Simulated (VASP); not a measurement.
Here is a VASP 6.6.1 calculation.

Contents of INCAR:

```
ALGO = Fast ; EDIFF = 1E-6
ENCUT = 520 ; GGA = PE
ISIF = 2 ; ISMEAR = 0
LASPH = T ; LCHARG = T
LELF = T ; LREAL = F
LVHAR = T ; LWAVE = F
NBANDS = 34 ; NELM = 60
PREC = Accurate ; SIGMA = 0.1
```

The input KPOINTS:

```
k-points
0
Gamma
  10 10 10
```

File POSCAR:

```
Tl3Ru
1.0
    4.5306617686      0.0000000000      0.0000000000
    0.0000000000      4.5306617686      0.0000000000
    0.0000000000      0.0000000000      4.5306617686
Tl Ru
3 1
Direct
    0.0000000000      0.5000000000      0.5000000000
    0.5000000000      0.0000000000      0.5000000000
    0.5000000000      0.5000000000      0.0000000000
    0.0000000000      0.0000000000      0.0000000000
```

Potentials or basis: VASP PAW PBE potentials, release 64 (Tl_d, Ru_pv).

Launch:

```bash
$ cat potpaw_PBE.64/Tl_d/POTCAR potpaw_PBE.64/Ru_pv/POTCAR > POTCAR
$ mpirun -np 1 vasp_std > vasp.out
```

(1) Estimate the band gap on the k mesh.

(2) What does it give for the pressure?

Answers

(1) zero (an odd number of electrons rules out a gap without spin polarisation).

(2) 0.0 GPa.

Caveat: spin-orbit coupling is left out, which moves the levels of the heavy elements.
